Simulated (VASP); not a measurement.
# Ge (Fd-3m) in VASP: notebook

Runs on Ge. Level: PBE. Tasks: single point.

Everything below comes from runs of VASP 6.6.1. Logs are shortened: lines on timing, memory, paths and dates and some standing lists are left out, and cuts for length are marked.

**What was measured.**

“Temperature-dependent photoluminescence in Ge: experiment and theory”, 2020, arxiv:2003.00143 reports, for a bulk crystal of Ge at 0 K: band gap 0.744 eV (indirect).

“Electronic and optical properties of SixGe1-x-ySny alloys lattice-matched to Ge”, 2021, arxiv:2109.02782 reports, for a bulk crystal of Ge at 293 K: band gap 0.666 eV (indirect).

The results are compared with them further down.

## 1. The cell of the first run

Symmetry: Fd-3m, No. 227, cubic system. The conventional cell has a = 5.761 Å, b = 5.761 Å, c = 5.761 Å, α = 90.00°, β = 90.00°, γ = 90.00°. Within 3.3 Å of Ge (site symmetry -43m) lie 4 Ge at 2.49 Å.

## 2. Single point, PBE

Contents of INCAR:

```
SYSTEM = Ge
PREC     = Accurate       ! precision mode
ENCUT    = 500            ! plane-wave cutoff, eV
EDIFF    = 1E-6           ! SCF threshold, eV
ISMEAR   = -1             ! smearing method
SIGMA    = 0.02           ! smearing width, eV
LREAL    = .FALSE.        ! projectors in reciprocal space
LASPH    = .TRUE.         ! aspherical terms in the spheres
NELM     = 120            ! most SCF steps
ALGO     = Normal         ! electronic algorithm
ISIF     = 2              ! what is computed and relaxed
LWAVE    = .FALSE.        ! write WAVECAR
LCHARG   = .TRUE.         ! write CHGCAR
GGA      = PE             ! functional
LELF     = .TRUE.         ! ELF
LVHAR    = .TRUE.       
NBANDS   = 21             ! bands
GGA_COMPAT= .FALSE.
```

Contents of KPOINTS:

```
regular mesh
0
G
  7 7 7
  0 0 0
```

Contents of POSCAR:

```
Ge
1.0
    0.0000000000      2.8806816164      2.8806816164
    2.8806816164      0.0000000000      2.8806816164
    2.8806816164      2.8806816164      0.0000000000
Ge
2
Direct
    0.0000000000      0.0000000000      0.0000000000
    0.2500000000      0.2500000000      0.2500000000
```

Potentials or basis: VASP PAW PBE potentials, release 64 (Ge_d).

Launch:

```console
$ cat potpaw_PBE.64/Ge_d/POTCAR > POTCAR
$ mpirun -np 1 vasp_std > vasp.out
```

OUTCAR:

```text
SYSTEM = Ge
   PREC = Accurate
   ENCUT = 500
   EDIFF = 1E-6
   ISMEAR = -1
   LREAL = .FALSE.
   LASPH = .TRUE.
   NELM = 120
   ISIF = 2
   GGA = PE

 ion  position               nearest neighbor table
   1  0.000  0.000  0.000-   2 2.49   2 2.49   2 2.49   2 2.49
   2  0.250  0.250  0.250-   1 2.49   1 2.49   1 2.49   1 2.49

  LATTYP: Found a face centered cubic cell.
 ALAT       =     5.7613632328

  Lattice vectors:

 A1 = (   0.0000000000,   2.8806816164,   2.8806816164)
 A2 = (   2.8806816164,   0.0000000000,   2.8806816164)
 A3 = (   2.8806816164,   2.8806816164,   0.0000000000)

Analysis of symmetry for initial positions (statically):
=====================================================================
 Subroutine PRICEL returns:
 Original cell was already a primitive cell.

 Routine SETGRP: Setting up the symmetry group for a
 face centered cubic supercell.

 Subroutine GETGRP returns: Found 48 space group operations
 (whereof 24 operations were pure point group operations)
 out of a pool of 48 trial point group operations.

The static configuration has the point symmetry T_d .
 The point group associated with its full space group is O_h .

Analysis of symmetry for dynamics (positions and initial velocities):
=====================================================================
 Subroutine PRICEL returns:
 Original cell was already a primitive cell.

 Routine SETGRP: Setting up the symmetry group for a
 face centered cubic supercell.

 Subroutine GETGRP returns: Found 48 space group operations
 (whereof 24 operations were pure point group operations)
 out of a pool of 48 trial point group operations.

The dynamic configuration has the point symmetry T_d .
 The point group associated with its full space group is O_h .

 Subroutine INISYM returns: Found 48 space group operations
 (whereof 24 operations are pure point group operations),
 and found     1 'primitive' translations

----------------------------------------------------------------------------------------

                                     Primitive cell

  volume of cell :      47.8097

  direct lattice vectors                    reciprocal lattice vectors
     0.000000000  2.880681616  2.880681616    -0.173570032  0.173570032  0.173570032
     2.880681616  0.000000000  2.880681616     0.173570032 -0.173570032  0.173570032
     2.880681616  2.880681616  0.000000000     0.173570032  0.173570032 -0.173570032

  length of vectors
     4.073899011  4.073899011  4.073899011     0.300632114  0.300632114  0.300632114

  position of ions in fractional coordinates (direct lattice)
     0.000000000  0.000000000  0.000000000
     0.250000000  0.250000000  0.250000000

  ion indices of the primitive-cell ions
   primitive index   ion index
                 1           1
                 2           2

----------------------------------------------------------------------------------------

 KPOINTS: regular mesh

Automatic generation of k-mesh.
 Grid dimensions read from file:
 generate k-points for:    7    7    7

 Generating k-lattice:

  Cartesian coordinates                     Fractional coordinates (reciprocal lattice)
    -0.024795719  0.024795719  0.024795719     0.142857143  0.000000000  0.000000000
     0.024795719 -0.024795719  0.024795719     0.000000000  0.142857143  0.000000000
     0.024795719  0.024795719 -0.024795719     0.000000000  0.000000000  0.142857143

  Length of vectors
     0.042947445  0.042947445  0.042947445

  Shift w.r.t. Gamma in fractional coordinates (k-lattice)
     0.000000000  0.000000000  0.000000000

 Subroutine IBZKPT returns following result:
 ===========================================

 Found     20 irreducible k-points:

 Following reciprocal coordinates:
            Coordinates               Weight
  0.000000  0.000000  0.000000      1.000000
  0.142857  0.000000  0.000000      8.000000
  0.285714  0.000000  0.000000      8.000000
  0.428571  0.000000  0.000000      8.000000
  0.142857  0.142857  0.000000      6.000000
  0.285714  0.142857  0.000000     24.000000
[... 12 lines left out ...]
 -0.428571  0.428571  0.142857     24.000000
 -0.285714  0.428571  0.142857     24.000000
   k-points           NKPTS =     20   k-points in BZ     NKDIM =     20   number of bands    NBANDS=     21
   number of dos      NEDOS =    301   number of ions     NIONS =      2
   total plane-waves  NPLWV =  27000
   dimension x,y,z NGX =    30 NGY =   30 NGZ =   30
   dimension x,y,z NGXF=    60 NGYF=   60 NGZF=   60
   ions per type =               2
   NGX,Y,Z   is equivalent  to a cutoff of  12.24, 12.24, 12.24 a.u.
   NGXF,Y,Z  is equivalent  to a cutoff of  24.48, 24.48, 24.48 a.u.
 SYSTEM =  Ge
   PREC   = accura    normal or accurate (medium, high low for compatibility)
   ISTART =      0    job   : 0-new  1-cont  2-samecut
   ICHARG =      2    charge: 1-file 2-atom 10-const
   ISPIN  =      1    spin polarized calculation?
   LNONCOLLINEAR =      F non collinear calculations
   LSORBIT =      F    spin-orbit coupling
   LASPH  =      T    aspherical Exc in radial PAW
   ENCUT  =  500.0 eV  36.75 Ry    6.06 a.u.   7.43  7.43  7.43*2*pi/ulx,y,z
   NELM   =    120;   NELMIN=  2; NELMDL= -5     # of ELM steps
   EDIFF  = 0.1E-05   stopping-criterion for ELM
   LREAL  =      F    real-space projection
   EDIFFG = 0.1E-04   stopping-criterion for IOM
   NSW    =      0    number of steps for IOM
   IBRION =     -1    ionic relax: 0-MD 1-quasi-New 2-CG
   NFREE  =      0    steps in history (QN), initial steepest desc. (CG)
   ISIF   =      2    stress and relaxation
   ISYM   =      2    0-nonsym 1-usesym 2-fastsym
   POTIM  = 0.5000    time-step for ionic-motion
   TEBEG  =    0.0;   TEEND  =   0.0 temperature during run
   PSTRESS=    0.0 pullay stress
   NELECT =      28.0000    total number of electrons
   NUPDOWN=      -1.0000    fix difference up-down
   EMIN   =  10.00;   EMAX   =-10.00  energy-range for DOS
   EFERMI =   0.00;   METHOD = LEGACY
   ISMEAR =    -1;   SIGMA  =   0.02  broadening in eV -4-tet -1-fermi 0-gaus
   EFERMI_NEDOS =   21; number of points for ismear=-14 and -15
   IALGO  =     38    algorithm
   IMIX   =      4    mixing-type and parameters
     AMIX     =   0.40;   BMIX     =  1.00
     AMIX_MAG =   1.60;   BMIX_MAG =  1.00
  volume/ion in A,a.u.               =      23.90       161.32
  Fermi-wavevector in a.u.,A,eV,Ry     =   1.369690  2.588339 25.525215  1.876050
  Thomas-Fermi vector in A             =   2.495543
   LORBIT       =      0    0 simple, 1 ext, 2 COOP (PROOUT), +10 PAW based schemes
   GGA     = PE    functional components
   LHFCALC =     F    Hartree Fock is set to
   AEXX    =    0.0000 exact exchange contribution
   IVDW    =     0    specifies the selected vdW correction
   LEPSILON=     F    determine dielectric tensor
   LRPA    =     F    only Hartree local field effects (RPA)
 non-spin polarized calculation
  energy-cutoff  :      500.00
  volume of cell :       47.81
 maximum number of plane-waves:      1243
 NGX is ok and might be reduce to    30
   NGX = 15   NGY = 15   NGZ = 15

 number of electron      27.9999979 magnetization

 Free energy of the ion-electron system (eV)
  ---------------------------------------------------
  ext. energy  EPLUGINS =         0.00000000
  ---------------------------------------------------
  free energy    TOTEN  =        -9.01548315 eV

  energy without entropy =       -9.01507315  energy(sigma->0) =       -9.01527815

 E-fermi :   4.4856     XC(G=0):  -9.6653

 val. band max:        4.4817215411   @ k =   0.0000   0.0000   0.0000
 cond. band min:       4.5470592214   @ k =   0.4286   0.0000   0.0000
 fundamental gap:      0.0653376804
 Fermi energy:         4.4856202432

 k-point     1 :       0.0000    0.0000    0.0000
  band No.  band energies     occupation
      1     -20.2627      2.00000
      2     -20.2627      2.00000
      3     -20.2627      2.00000
      4     -20.2307      2.00000
      5     -20.2307      2.00000
      6     -20.0477      2.00000
[... 13 lines left out ...]
     20      13.8173      0.00000
     21      13.8173      0.00000

 k-point     2 :       0.1429    0.0000    0.0000
  band No.  band energies     occupation
      1     -20.2710      2.00000
      2     -20.2710      2.00000
      3     -20.2598      2.00000
      4     -20.2188      2.00000
      5     -20.2188      2.00000
      6     -20.0610      2.00000
[... 13 lines left out ...]
     20      12.8685      0.00000
     21      12.8685      0.00000

 k-point     3 :       0.2857    0.0000    0.0000
  band No.  band energies     occupation
      1     -20.2801      2.00000
      2     -20.2801      2.00000
      3     -20.2533      2.00000
      4     -20.2028      2.00000
      5     -20.2028      2.00000
      6     -20.0739      2.00000
[... 13 lines left out ...]
     20      12.9071      0.00000
     21      12.9071      0.00000

 k-point     4 :       0.4286    0.0000    0.0000
  band No.  band energies     occupation
      1     -20.2838      2.00000
      2     -20.2838      2.00000
      3     -20.2478      2.00000
      4     -20.1951      2.00000
      5     -20.1951      2.00000
      6     -20.0791      2.00000
[... 13 lines left out ...]
     20      14.5938      0.00000
     21      14.5938      0.00000

 k-point     5 :       0.1429    0.1429    0.0000
  band No.  band energies     occupation
      1     -20.2694      2.00000
      2     -20.2691      2.00000
      3     -20.2691      2.00000
      4     -20.2207      2.00000
      5     -20.2056      2.00000
      6     -20.0839      2.00000
[... 13 lines left out ...]
     20      12.2466      0.00000
     21      14.1540      0.00000
[... 286 lines left out ...]
     20      14.6208      0.00000
     21      15.4040      0.00000

 k-point    18 :      -0.4286    0.2857    0.1429
  band No.  band energies     occupation
      1     -20.3025      2.00000
      2     -20.2938      2.00000
      3     -20.2188      2.00000
      4     -20.1766      2.00000
      5     -20.1567      2.00000
      6     -20.1291      2.00000
[... 13 lines left out ...]
     20      14.5684      0.00000
     21      15.9751      0.00000

 k-point    19 :      -0.4286    0.4286    0.1429
  band No.  band energies     occupation
      1     -20.2995      2.00000
      2     -20.2984      2.00000
      3     -20.2152      2.00000
      4     -20.1741      2.00000
      5     -20.1556      2.00000
      6     -20.1209      2.00000
[... 13 lines left out ...]
     20      15.1487      0.00000
     21      16.9293      0.00000

 k-point    20 :      -0.2857    0.4286    0.1429
  band No.  band energies     occupation
      1     -20.3067      2.00000
      2     -20.2989      2.00000
      3     -20.2008      2.00000
      4     -20.1602      2.00000
      5     -20.1495      2.00000
      6     -20.1292      2.00000
[... 13 lines left out ...]
     20      14.9390      0.00000
     21      17.0543      0.00000

------------------------ aborting loop because EDIFF is reached ----------------------------------------

  FORCE on cell =-STRESS in cart. coord.  units (eV):
  Direction    XX          YY          ZZ          XY          YZ          ZX
  --------------------------------------------------------------------------------------
  -------------------------------------------------------------------------------------
  Total       -0.0361111     -0.0361111     -0.0361111      0.0000000     -0.0000000      0.0000000
  in kB       -1.2101399     -1.2101399     -1.2101399      0.0000000     -0.0000000      0.0000000
  external PRESSURE =      -1.2101399 kB  Pullay stress =       0.0000000 kB

 VOLUME and BASIS-vectors are now :
 -----------------------------------------------------------------------------
  energy-cutoff  :      500.00
  volume of cell :       47.81
      direct lattice vectors                 reciprocal lattice vectors
     0.000000000  2.880681616  2.880681616    -0.173570032  0.173570032  0.173570032
     2.880681616  0.000000000  2.880681616     0.173570032 -0.173570032  0.173570032
     2.880681616  2.880681616  0.000000000     0.173570032  0.173570032 -0.173570032

 POSITION                                       TOTAL-FORCE (eV/Angst)
 -----------------------------------------------------------------------------------
      0.00000      0.00000      0.00000        -0.000000     -0.000000     -0.000000
      1.44034      1.44034      1.44034         0.000000      0.000000      0.000000
 -----------------------------------------------------------------------------------
    total drift:                                0.000000      0.000000      0.000000

  FREE ENERGIE OF THE ION-ELECTRON SYSTEM (eV)
  ---------------------------------------------------
  free  energy   TOTEN  =        -9.0154831503 eV

  energy  without entropy=       -9.0150731489  energy(sigma->0) =       -9.01527815
```

Wall time 47 s (1 thread of Intel Xeon 8259CL, shared host); peak memory 0.17 GiB.

Results:

```yaml
Free_energy: -9.0155 eV
Pressure: -0.1 GPa
Band_gap_on_the_k_mesh: zero (filled and empty bands touch)
```

Caveat: semilocal functionals underestimate gaps, so a narrow gap can read as zero.

## 3. Single point, PBE

This run uses another cell than the first one, of 24.26 Å³/atom.

Contents of INCAR:

```
SYSTEM = Ge
PREC = Accurate ; ENCUT = 500
EDIFF = 1E-6 ; ISMEAR = -1
SIGMA = 0.02 ; LREAL = .False.
LASPH = .True. ; NELM = 120
ALGO = Normal ; ISIF = 2
LWAVE = .False. ; LCHARG = .True.
GGA = PE ; LELF = .True.
LVHAR = .True. ; NBANDS = 21
GGA_COMPAT = .False.
```

Contents of KPOINTS:

```
regular mesh
0
Gamma
  7 7 7
  0 0 0
```

Contents of POSCAR:

```
Ge
1.0
    0.0000000000      2.8950136017      2.8950136017
    2.8950136017      0.0000000000      2.8950136017
    2.8950136017      2.8950136017      0.0000000000
Ge
2
Direct
    0.0000000000      0.0000000000      0.0000000000
    0.2500000000      0.2500000000      0.2500000000
```

Potentials or basis: VASP PAW PBE potentials, release 64 (Ge_d).

Launch:

```console
$ cat potpaw_PBE.64/Ge_d/POTCAR > POTCAR
$ mpirun -np 1 vasp_std > vasp.out
```

Wall time 36 s (1 thread of Intel Xeon 8259CL, shared host); peak memory 0.17 GiB.

The run converged. Its results:

- Free energy: -9.0137 eV
- Pressure: -0.9 GPa
- Band gap on the k mesh: zero (filled and empty bands touch)

Levels at points of the mesh, in eV from the Fermi level:
| k point | band 10 | band 11 | band 12 | band 13 | band 14 | band 15 | band 16 | band 17 | band 18 | band 19 |
| --- | --- | --- | --- | --- | --- | --- | --- | --- | --- | --- |
| (0.00, 0.00, 0.00) | -24.50 | -12.25 | -0.57 | 0.01 | 0.01 | 0.01 | 2.53 | 2.53 | 2.53 | 6.28 |

Caveat: semilocal functionals underestimate gaps, so a narrow gap can read as zero.

[end of part 1 of 2]
